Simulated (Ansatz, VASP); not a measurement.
## One calculation of PtS2, two programs

The input INCAR:

```
PREC = Accurate
ENCUT = 520
EDIFF = 1E-6
ISMEAR = 0
SIGMA = 0.05
LREAL = False
LASPH = True
NELM = 100
ALGO = Normal
ISIF = 2
LWAVE = False
LCHARG = True
LDIPOL = True
IDIPOL = 3
DIPOL = 0.5 0.5 0.383
GGA = PE
IVDW = 12
LELF = True
LVHAR = True
LVACPOTAV = True
NBANDS = 31
```

Contents of KPOINTS:

```
regular mesh
0
Gamma
  9 9 1
```

File POSCAR:

```
PtS2
1.0
    3.5415266177      0.0000000000      0.0000000000
   -1.7707633089      3.0670520191      0.0000000000
    0.0000000000      0.0000000000     22.4670701842
S Pt
4 2
Direct
    0.6666666667      0.3333333333      0.2002931385
    0.3333333333      0.6666666667      0.3108342581
    0.6666666667      1.3333333333      0.4550453178
    0.3333333333      1.6666666667      0.5655864374
    0.0000000000      0.0000000000      0.2555636983
    0.0000000000      1.0000000000      0.5103158776
```

Input for Ansatz:

```yaml
crystal:
  lattice:
    - [3.5415266177, 0.0, 0.0]
    - [-1.7707633089, 3.0670520191, 0.0]
    - [0.0, 0.0, 22.4670701842]
  atoms:
    - { symbol: S, position: [0.6666666667, 0.3333333333, 0.2002931385] }
    - { symbol: Pt, position: [0.0, 0.0, 0.2555636983] }
    - { symbol: S, position: [0.3333333333, 0.6666666667, 0.3108342581] }
    - { symbol: S, position: [0.6666666667, 1.3333333333, 0.4550453178] }
    - { symbol: Pt, position: [0.0, 1.0, 0.5103158776] }
    - { symbol: S, position: [0.3333333333, 1.6666666667, 0.5655864374] }
basis:
  ecutwfc: 420
kpoints:
  mp_grid: { grid: [9, 9, 1] }
hamiltonian:
  xc: pbe
  pseudopotentials: { kind: paw, azcp: { folder: soft_1 } }
  dispersion: d3bj
scf:
  occupations: { method: gaussian, width: 0.05 }
output:
  forces: true
  eigenvalues: true
efield:
  axis: 3
  dipole_correction: true
  ramp_width: 0.04
```

Alike in both runs: task single point; functional PBE; dispersion D3(BJ); k mesh 9 × 9 × 1; occupations gaussian, width 0.05 eV; no spin polarisation.

|  | VASP | Ansatz |
| --- | --- | --- |
| version | VASP 6.6.1 | Ansatz 0.2.0 |
| potentials or method | VASP PAW PBE potentials, release 64 (S, Pt), cutoff 520 eV | scalar-relativistic, plane waves, PAW |
| valence electrons in the cell | 44 | 60 |

|  | VASP | Ansatz | Ansatz less VASP |
| --- | --- | --- | --- |
| gap on the k mesh at the Fermi level (eV) | 1.42 | 1.41 | -0.006 |
| least direct gap on the mesh (eV) | 1.56 | 1.55 | -0.006 |
| rms of the force components (eV/Å) | 0.039 | 0.040 | +0.0015 |

VASP's potentials hold 44 valence electrons a cell and Ansatz's 60, so a difference there can come from the potentials and not from the codes.

Spin-orbit coupling is off throughout.
